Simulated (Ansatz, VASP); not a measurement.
# Two plane-wave programs on V

File INCAR:

```
SYSTEM = V
PREC = Accurate
ENCUT = 500
EDIFF = 1E-7
ISMEAR = -1
SIGMA = 0.05
LREAL = .FALSE.
LASPH = .TRUE.
NELM = 120
ALGO = Normal
ISIF = 3
LWAVE = .FALSE.
LCHARG = .FALSE.
GGA = PE
IBRION = 2
NSW = 60
EDIFFG = -0.005
GGA_COMPAT = .FALSE.
NELMIN = 4
```

File KPOINTS:

```
Automatic mesh
0
G
  17 17 15
  0 0 0
```

Contents of POSCAR:

```
V
1.0
    2.5822607972      0.0000000000      0.0000000000
   -1.2911303986      2.2363034496      0.0000000000
    0.0000000000      0.0000000000      2.4273251494
V
1
Direct
    0.0000000000      0.0000000000      0.0000000000
```

Input for Ansatz:

```yaml
crystal:
  lattice:
    - [2.5822607972, 0.0, 0.0]
    - [-1.2911303986, 2.2363034496, 0.0]
    - [0.0, 0.0, 2.4273251494]
  atoms:
    - { symbol: V, position: [0.0, 0.0, 0.0] }
kpoints:
  mp_grid: { grid: [17, 17, 15] }
scf:
  occupations: { method: fermi_dirac, width: 0.05 }
hamiltonian:
  xc: pbe
  pseudopotentials: { kind: paw }
output:
  forces: true
  stress: true
  write_density: true
  write_potential: true
  elf: true
  volumetric_format: npy
relax:
  f_tol: 0.005
  max_steps: 40
  cell: {}
```

Alike in both runs: task relaxation of cell and atoms; functional PBE; k mesh 17 × 17 × 15; occupations fermi-dirac, width 0.05 eV; no spin polarisation.

|  | VASP | Ansatz |
| --- | --- | --- |
| version | VASP 6.6.1 | Ansatz 0.2.0 |
| potentials or method | VASP PAW PBE potentials, release 64 (V_sv) | PAW with Ansatz's default frozen-core files, scalar-relativistic |
| plane-wave cutoff (eV) | 500 | 420 |
| valence electrons in the cell | 13 | 13 |

|  | VASP | Ansatz | Ansatz less VASP |
| --- | --- | --- | --- |
| relaxed volume (Å³/atom) | 14.21 | 14.20 | -0.008 |
| relaxed cell length with the largest relative difference (Å) | 2.427 | 2.426 | -0.0013 |
